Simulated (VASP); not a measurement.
Wanted: the native input for a VASP 6.6.1 run.

```
Task                   : single point
Functional             : PBEsol
Potentials or basis    : VASP PAW PBE potentials, release 64 (Al, Pt)
Cutoff                 : 520 eV
k mesh                 : 3 × 3 × 1
Occupations            : fermi-dirac, width 0.05 eV
Spin                   : no spin polarisation
Dipole correction      : no
Further INCAR settings : ALGO = Normal; EDIFF = 1e-07; NBANDS = 35
```

The structure of Al12Pt lies in POSCAR:

```
Al12Pt
1.0
    5.7275650000      0.0000000000      0.0000000000
    2.8637820000      4.9602170000      0.0000000000
    0.0000000000      0.0000000000     16.6765370000
Al Pt
12 1
Direct
    0.1666666208      0.1666667003      0.0599644878
    0.6666667081      0.1666667003      0.0599644878
    0.1666666712      0.6666665995      0.0599644878
    0.6666667585      0.6666665995      0.0599644878
   -0.1508475827      0.3195838005      0.1961284288
    0.3393038022      0.3335307709      0.1947491257
   -0.1692287239      0.8380524481      0.2042541566
    0.3333128189      0.8385219840      0.2008658033
    0.0242816630     -0.0286306022      0.3504899129
    0.5019379614      0.0212829398      0.3454433016
   -0.0157384154      0.4852610279      0.3313976997
    0.5483281793      0.4949708853      0.3258063710
    0.2579145848      0.5240613465      0.4264606615
```

One way to write it, as run:

INCAR

```
SYSTEM = Al12Pt
  PREC = Accurate
  ENCUT = 520
  EDIFF = 1E-7
  ISMEAR = -1
  SIGMA = 0.05
  LREAL = .False.
  LASPH = .True.
  NELM = 60
  ALGO = Normal
  ISIF = 2
  LWAVE = .False.
  LCHARG = .False.
  GGA = PS
  NBANDS = 35
```

KPOINTS

```
Automatic mesh
0
Gamma
  3 3 1
  0 0 0
```

Potentials or basis: VASP PAW PBE potentials, release 64 (Al, Pt).

The run is started by

```bash
$ cat potpaw_PBE.64/Al/POTCAR potpaw_PBE.64/Pt/POTCAR > POTCAR
$ mpirun -np 1 vasp_std > vasp.out
```

It gave:

| Item | Value |
| --- | --- |
| Largest force | 0.276 eV/Å |
| Band gap on the k mesh | zero (bands 23 and 24 overlap by 0.03 eV) |

Caveat: the k points lie up to 0.42 Å⁻¹ apart; the PAW data sets were made with another functional, which shifts forces and pressure a little; spin-orbit coupling is left out, which moves the levels of the heavy elements.

Run time: 2.2 min on 1 thread of AMD EPYC 9R45 96-Core Processor (Zen 5) (shared host), peak memory 0.59 GiB.
